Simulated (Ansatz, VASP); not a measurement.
# TlCl in VASP and in Ansatz

```
Tl Cl
1.0
     3.79363    0.00000    0.00000
     0.00000    3.79363    0.00000
     0.00000    0.00000    3.79363
Tl Cl
1 1
Direct
  0.00000 0.00000 0.00000
  0.50000 0.50000 0.50000
```

Alike in both runs: task single point; functional PBE; k mesh 4 × 4 × 4; no spin polarisation.

|  | VASP | Ansatz |
| --- | --- | --- |
| version | VASP 6.6.1 | Ansatz 0.2.0 |
| potentials or method | VASP PAW PBE potentials, release 64 (Tl_d, Cl) | plane waves, PAW |
| plane-wave cutoff (eV) | 500 | 420 |
| occupations | gaussian, width 0.01 eV | fixed |
| valence electrons in the cell | 20 | 20 |

Ansatz gave:

```
gap on the k mesh at the Fermi level (eV) : 1.99
pressure (GPa)                            : 2.4
```

Q: What did VASP give for the same quantities?

A: gap on the k mesh at the Fermi level (eV): 1.99; pressure (GPa): 2.3.

Neither program's run includes spin-orbit coupling.
